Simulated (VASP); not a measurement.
A run of VASP 6.6.1:

Contents of INCAR:

```
SYSTEM = Al16GeN15
ALGO = Normal ; EDIFF = 1E-6
ENCUT = 520 ; GGA = PE
GGA_COMPAT = .FALSE. ; ISIF = 2
ISMEAR = 0 ; ISPIN = 2
ISYM = -1 ; LASPH = .TRUE.
LCHARG = .FALSE. ; LORBIT = 11
LREAL = Auto ; LWAVE = .FALSE.
MAGMOM = 0 0 0 0 0 0.01 0 0 0 0.01 0 0 0 0.03 0 0 0 0 0 0 0.09 0 0 0.01 0.09 0 0 0.01 0.04 0 0.01 0.18 ; NBANDS = 94
NELM = 200 ; NUPDOWN = 1.0
PREC = Accurate ; SIGMA = 0.01
```

File KPOINTS:

```
explicit points
1
Reciprocal
  0.25000000   0.25000000   0.25000000 1
```

File POSCAR:

```
Al16GeN15
1.0
    6.2595139092      0.0000000618      0.0000000000
   -3.1297570081      5.4208980298      0.0000000000
    0.0000000000      0.0000000000     10.0348065900
Al N Ge
16 15 1
Direct
    0.3365974969      0.1641300680      0.2508872211
    0.1654214354      0.3351039628      0.4996379740
    0.3300501695      0.1704077432      0.7566114145
    0.1671075624      0.3329065836      1.0076988138
    0.3377561039      0.6707872859      0.2510672104
    0.1976745382      0.8596131266      0.5157978162
    0.3295551795      0.6598556623      0.7563798557
    0.1767633944      0.8373221349      0.9924227165
    0.8298035288      0.1629139375      0.2509801195
    0.6415500797      0.3033968960      0.5156702751
    0.8403897577      0.1706854962      0.7564860025
    0.6628289466      0.3235369761      0.9924838078
    0.8387342819      0.6620282557      0.1982992076
    0.6486042192      0.8519611228      0.5208869146
    0.8337435705      0.6667873591      0.7483720423
    0.6638208464      0.8362304949      0.9943100494
    0.3305795285      0.1705659367      0.4410899601
    0.1687351764      0.3319418493      0.1963459980
    0.3291880173      0.1709876124      0.9407716558
    0.1675620216      0.3323121789      0.6897602151
    0.3317729273      0.6746934330      0.4438784968
    0.1855237155      0.8385580052      0.1767993643
    0.3297908521      0.6596088213      0.9407371748
    0.1761770902      0.8369102707      0.7024272392
    0.8257793510      0.1684882409      0.4437520351
    0.6621257815      0.3154032747      0.1768674652
    0.8402059283      0.1701574900      0.9408742846
    0.6636194745      0.3241888841      0.7024194396
    0.6653190574      0.8352986270      0.1810346160
    0.8330607386      0.6671099556      0.9428432072
    0.6640334863      0.8361281826      0.7043379302
    0.8317062490      0.6696643654      0.4199801895
```

Potentials or basis: VASP PAW PBE potentials, release 64 (Al, N, Ge_d).

Run with:

```bash
$ cat potpaw_PBE.64/Al/POTCAR potpaw_PBE.64/N/POTCAR potpaw_PBE.64/Ge_d/POTCAR > POTCAR
$ mpirun -np 1 vasp_std > vasp.out
```

Hardware: 1 thread of Intel(R) Xeon(R) Platinum 8488C (Sapphire Rapids) (shared host).

How long does it take, and how much memory?

It took 2.3 min on 1 thread of Intel(R) Xeon(R) Platinum 8488C (Sapphire Rapids), with other jobs on the host, peak memory 0.58 GiB. Counts: scf iterations 16, k points 1.
